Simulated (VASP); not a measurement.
**KBr: single point with PBEsol**

Crystal: KBr.

```xyz
2
Lattice="4.2454 -0.8491 -0.8491 -0.8491 4.2454 -0.8491 -0.8491 -0.8491 4.2454" Properties=species:S:1:pos:R:3 pbc="T T T"
K     0.0000    0.0000    0.0000
Br    1.2736    1.2736    1.2736
```

This cell differs from its parent crystal: ratio of the length along [111] to the lengths across it x 0.5, volume and fractional coordinates fixed.

```json
{"Program": "VASP 6.6.1", "Task": "single point", "Functional": "PBEsol", "Potentials or basis": "VASP PAW PBE potentials, release 64 (K_sv, Br)", "Cutoff": "520 eV", "k mesh": "6 × 6 × 6", "Occupations": "gaussian, width 0.05 eV", "Spin": "no spin polarisation", "Dipole correction": "no", "Further INCAR settings": "ALGO = Normal; EDIFF = 1e-06; NBANDS = 15"}
```

The pressure is 35.8 GPa.

Stress tensor (GPa, compression positive):
```
35.82 36.86 36.86
36.86 35.82 36.86
36.86 36.86 35.82
```

Levels at points of the mesh, in eV from the Fermi level:
| k point | band 4 | band 5 | band 6 | band 7 | band 8 | band 9 | band 10 | band 11 | band 12 | band 13 |
| --- | --- | --- | --- | --- | --- | --- | --- | --- | --- | --- |
| (0.00, 0.00, 0.00) | -14.24 | -14.24 | -3.56 | -3.56 | -0.25 | -0.01 | 3.57 | 3.57 | 4.72 | 4.72 |
| (0.50, 0.00, 0.00) | -14.20 | -11.42 | -5.01 | -4.44 | -4.26 | 2.94 | 3.08 | 4.87 | 5.19 | 7.12 |
| (0.50, 0.00, 0.50) | -14.39 | -14.27 | -4.53 | -3.75 | -0.14 | 1.70 | 3.64 | 4.61 | 5.01 | 7.13 |
| (0.50, 0.50, 0.50) | -14.28 | -11.41 | -4.99 | -4.99 | -4.55 | 3.71 | 3.71 | 5.53 | 5.53 | 6.70 |

Run time: 52 s on 1 thread of Intel Xeon 8259CL, on a shared host, peak memory 0.21 GiB.

Caveat: the cell stands under pressure; the PAW data sets were made with another functional, which shifts forces and pressure a little.
